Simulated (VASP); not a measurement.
Be2ZnSe3, 6 atoms in the cell. It takes space group P6mm (No. 183, hexagonal). The conventional cell has a = 7.016 Å, b = 7.016 Å, c = 3.109 Å, α = 90.00°, β = 90.00°, γ = 120.00°. Be (site symmetry 3m) has 3 Se at 2.15 Å within 2.8 Å. Within 4.2 Å of Zn (site symmetry 6mm) lie 2 Zn at 3.11 Å and 6 Se at 3.51 Å and 6 Be at 4.12 Å. Within 2.8 Å of Se (site symmetry 2mm) lie 2 Be at 2.15 Å. The cell was generated, and may not be a known phase.

```yaml
Program: VASP 6.6.1
Task: relaxation of cell and atoms
Functional: PBE
Potentials_or_basis: VASP PAW PBE potentials, release 64 (Be, Zn, Se)
Cutoff: 600 eV
k_mesh: 6 × 6 × 12
Occupations: gaussian, width 0.1 eV
Spin: no spin polarisation
Dipole_correction: no
Further_INCAR_settings: ALGO = Normal; EDIFF = 1e-06; IBRION = 2; EDIFFG = -0.01; NSW = 100; ISIF = 3
```

Potentials or basis: VASP PAW PBE potentials, release 64 (Be, Zn, Se).

Command:

```sh
$ cat potpaw_PBE.64/Be/POTCAR potpaw_PBE.64/Zn/POTCAR potpaw_PBE.64/Se/POTCAR > POTCAR
$ mpirun -np 1 vasp_std > vasp.out
```

Hardware: 1 thread of Intel Xeon 8259CL, with other jobs on the host.

**Question.** Estimate the wall time of this run.

**Answer.** It took 47 min on 1 thread of Intel Xeon 8259CL, with other jobs on the host, peak memory 0.43 GiB. Counts: scf iterations 150, k points 49, ion steps 26.
